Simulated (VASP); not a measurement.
Set up this calculation in VASP 6.6.1, as the native input.

```
Task                   : single point
Functional             : PBE
Potentials or basis    : VASP PAW PBE potentials, release 64 (Ba_sv)
Cutoff                 : 500 eV
k mesh                 : 2 × 2 × 2
Occupations            : fermi-dirac, width 0.05 eV
Spin                   : no spin polarisation
Dipole correction      : no
Further INCAR settings : ALGO = Normal; EDIFF = 1e-06; NBANDS = 11
```

The structure of Ba lies in POSCAR:

```
Ba
1.0
   -2.5065000000      2.5065000000      2.5065000000
    2.5065000000     -2.5065000000      2.5065000000
    2.5065000000      2.5065000000     -2.5065000000
Ba
1
Direct
    0.0000000000      0.0000000000      0.0000000000
```

These files were run (other wordings do the same):

INCAR

```
SYSTEM = Ba
PREC     = Accurate       ! precision mode
ENCUT    = 500            ! plane-wave cutoff, eV
EDIFF    = 1E-6           ! SCF threshold, eV
ISMEAR   = -1             ! smearing method
SIGMA    = 0.05           ! smearing width, eV
LREAL    = .FALSE.        ! projectors in reciprocal space
LASPH    = .TRUE.         ! aspherical terms in the spheres
NELM     = 120            ! most SCF steps
ALGO     = Normal         ! electronic algorithm
ISIF     = 2              ! what is computed and relaxed
LWAVE    = .FALSE.        ! write WAVECAR
LCHARG   = .TRUE.         ! write CHGCAR
GGA      = PE             ! functional
LELF     = .TRUE.         ! ELF
LVHAR    = .TRUE.       
NBANDS   = 11             ! bands
GGA_COMPAT= .FALSE.
```

KPOINTS

```
Automatic mesh
0
G
  2 2 2
  0 0 0
```

Potentials or basis: VASP PAW PBE potentials, release 64 (Ba_sv).

Command:

```bash
$ cat potpaw_PBE.64/Ba_sv/POTCAR > POTCAR
$ mpirun -np 1 vasp_std > vasp.out
```

Results of the run:

| Property | Result |
| --- | --- |
| Pressure | -4.1 GPa |
| Band gap on the k mesh | zero (filled and empty bands touch) |

Caveat: the k points lie up to 0.89 Å⁻¹ apart; spin-orbit coupling is left out, which moves the levels of the heavy elements.

It took 8.3 s on 1 thread of Intel Xeon 8259CL (shared host), peak memory 0.17 GiB.
